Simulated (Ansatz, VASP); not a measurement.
One calculation of FeGe, two programs

```
CELL_PARAMETERS angstrom
4.66262 0.00000 0.00000
0.00000 4.66262 0.00000
0.00000 0.00000 4.66262
ATOMIC_POSITIONS crystal
Fe 0.13491 0.13491 0.13491
Fe 0.36509 0.86509 0.63491
Fe 0.63491 0.36509 0.86509
Fe 0.86509 0.63491 0.36509
Ge 0.84176 0.84176 0.84176
Ge 0.65824 0.15824 0.34176
Ge 0.34176 0.65824 0.15824
Ge 0.15824 0.34176 0.65824
```

Alike in both runs: functional PBE; k mesh 8 × 8 × 8; occupations gaussian, width 0.05 eV; collinear spin.

Ansatz relaxed the structure, and its values are those at the end. VASP's run is a single point on that final structure, the one shown.

|  | VASP | Ansatz |
| --- | --- | --- |
| version | VASP 6.6.1 | Ansatz 0.2.0 |
| potentials or method | VASP PAW PBE potentials, release 64 (Fe, Ge_d), cutoff 520 eV | scalar-relativistic, plane waves, PAW |
| valence electrons in the cell | 88 | 120 |

|  | VASP | Ansatz | Ansatz less VASP |
| --- | --- | --- | --- |
| gap on the k mesh at the Fermi level (eV) | none | none | - |
| pressure (GPa) | 0.3 | 0.0 | -0.26 |
| rms of the force components (eV/Å) | 0.004 | 0.006 | +0.0015 |
| net moment per atom (μB) | 0.52 | 0.52 | 0.000 |
| size of the moment on the site where the two differ most (μB) | 0.08 | 0.05 | -0.026 |

Site moments also hang on the region over which each program counts them. A gap of «none» marks a metal or a gap that the smearing closes. With one functional, cell and mesh, what is left measures potentials, basis and numerics. VASP's potentials hold 88 valence electrons a cell and Ansatz's 120, so a difference there can come from the potentials and not from the codes.
